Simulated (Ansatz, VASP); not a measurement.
## One calculation of SnO, two programs

```xyz
4
Lattice="3.8043 0.0000 0.0000 0.0000 3.8043 0.0000 0.0000 0.0000 4.9881" Properties=species:S:1:pos:R:3 pbc="T T T"
Sn    0.0000    1.9021    1.2094
Sn    1.9021    0.0000    3.7787
O     0.0000    0.0000    0.0000
O     1.9021    1.9021    0.0000
```

Alike in both runs: task single point; functional PBEsol; k mesh 10 × 10 × 8; occupations gaussian, width 0.15 eV; no spin polarisation.

|  | VASP | Ansatz |
| --- | --- | --- |
| version | VASP 6.6.1 | Ansatz 0.2.0 |
| potentials or method | VASP PAW PBE potentials, release 64 (Sn_d, O), cutoff 520 eV | scalar-relativistic, plane waves, PAW |
| valence electrons in the cell | 40 | 40 |

|  | VASP | Ansatz | Ansatz less VASP |
| --- | --- | --- | --- |
| gap on the k mesh at the Fermi level (eV) | none | none | - |
| pressure (GPa) | -3.5 | -3.7 | -0.26 |
| traceless stress, the component that is largest in VASP (GPa) | -1.94 | -1.97 | -0.025 |
| rms of the force components (eV/Å) | 0.329 | 0.364 | +0.0351 |

VASP's potentials were made for PBE, not for PBEsol, and Ansatz warns of the same on its side. Atom by atom the forces differ by 0.035 eV/Å (rms over components). A gap of «none» marks a metal or a gap that the smearing closes.
